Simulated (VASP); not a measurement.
SiC: single point with LDA

Crystal: SiC.

```
Si C
1.0
     3.05842   -5.29734    0.00000
    -6.11684    0.00000    0.00000
     0.00000    0.00000  -10.01215
Si C
16 16
Cartesian
  0.0000 -1.7658 -0.6223
  1.5292 -4.4145 -0.6223
  -3.0584 -1.7658 -0.6223
  -1.5292 -4.4145 -0.6223
  -1.5292 -0.8829 -5.6284
  0.0000 -3.5316 -5.6284
  -4.5876 -0.8829 -5.6284
  -3.0584 -3.5316 -5.6284
  0.0000 0.0000 -3.1248
  1.5292 -2.6487 -3.1248
  -3.0584 0.0000 -3.1248
  -1.5292 -2.6487 -3.1248
  -1.5292 -2.6487 -8.1309
  0.0000 -5.2973 -8.1309
  -4.5876 -2.6487 -8.1309
  -3.0584 -5.2973 -8.1309
  0.0000 -1.7658 -2.5050
  1.5292 -4.4145 -2.5050
  -3.0584 -1.7658 -2.5050
  -1.5292 -4.4145 -2.5050
  -1.5292 -0.8829 -7.5110
  0.0000 -3.5316 -7.5110
  -4.5876 -0.8829 -7.5110
  -3.0584 -3.5316 -7.5110
  -1.5292 -2.6487 -5.0016
  0.0000 -5.2973 -5.0016
  -4.5876 -2.6487 -5.0016
  -3.0584 -5.2973 -5.0016
  0.0000 0.0000 -10.0077
  1.5292 -2.6487 -10.0077
  -3.0584 0.0000 -10.0077
  -1.5292 -2.6487 -10.0077
```

```json
{
 "Program": "VASP 6.6.1",
 "Task": "single point",
 "Functional": "LDA",
 "Potentials or basis": "VASP PAW LDA potentials, release 64 (Si, C)",
 "Cutoff": "520 eV",
 "k mesh": "2 × 2 × 2",
 "Occupations": "gaussian, width 0.01 eV",
 "Spin": "no spin polarisation"
}
```

```
Pressure               : 0.6 GPa
Largest force          : 0.046 eV/Å
Band gap on the k mesh : 2.15 eV
```

Forces in eV/Å, atoms in the order of the input:
```
Si   0.000  0.000  0.042
Si   0.000  0.000  0.042
Si   0.000  0.000  0.042
Si   0.000  0.000  0.042
Si   0.000  0.000  0.042
Si   0.000  0.000  0.042
Si   0.000  0.000  0.042
Si   0.000  0.000  0.042
Si   0.000  0.000  0.040
Si   0.000  0.000  0.040
Si   0.000  0.000  0.040
Si   0.000  0.000  0.040
Si   0.000  0.000  0.040
Si   0.000  0.000  0.040
Si   0.000  0.000  0.040
Si   0.000  0.000  0.040
C    0.000  0.000 -0.036
C    0.000  0.000 -0.036
C    0.000  0.000 -0.036
C    0.000  0.000 -0.036
C    0.000  0.000 -0.036
C    0.000  0.000 -0.036
C    0.000  0.000 -0.036
C    0.000  0.000 -0.036
C    0.000  0.000 -0.046
C    0.000  0.000 -0.046
C    0.000  0.000 -0.046
C    0.000  0.000 -0.046
C    0.000  0.000 -0.046
C    0.000  0.000 -0.046
C    0.000  0.000 -0.046
C    0.000  0.000 -0.046
```

Stress tensor (GPa, compression positive):
```
 1.06  0.00  0.00
 0.00  1.06  0.00
 0.00  0.00 -0.32
```

Levels at points of the mesh, in eV from the valence-band top:
| k point | band 60 | band 61 | band 62 | band 63 | band 64 | band 65 | band 66 | band 67 | band 68 | band 69 |
| --- | --- | --- | --- | --- | --- | --- | --- | --- | --- | --- |
| (0.00, 0.00, 0.00) | -0.59 | -0.59 | -0.06 | 0.00 | 0.00 | 2.15 | 2.15 | 2.15 | 2.27 | 2.27 |
| (0.50, 0.00, 0.00) | -1.65 | -0.85 | -0.85 | -0.55 | -0.55 | 3.56 | 3.56 | 3.72 | 3.72 | 4.23 |
| (0.00, 0.00, 0.50) | -1.05 | -0.21 | -0.21 | -0.21 | -0.21 | 2.55 | 2.55 | 2.55 | 2.55 | 2.55 |
| (0.50, 0.00, 0.50) | -1.29 | -0.93 | -0.93 | -0.93 | -0.93 | 3.80 | 3.80 | 3.80 | 3.80 | 3.89 |

Run time: 110 s on 1 thread of AMD EPYC 9R45 96-Core Processor (Zen 5), with other jobs on the host, peak memory 0.33 GiB.

Caveat: the k points lie up to 0.59 Å⁻¹ apart. A k mesh can miss the band edges.
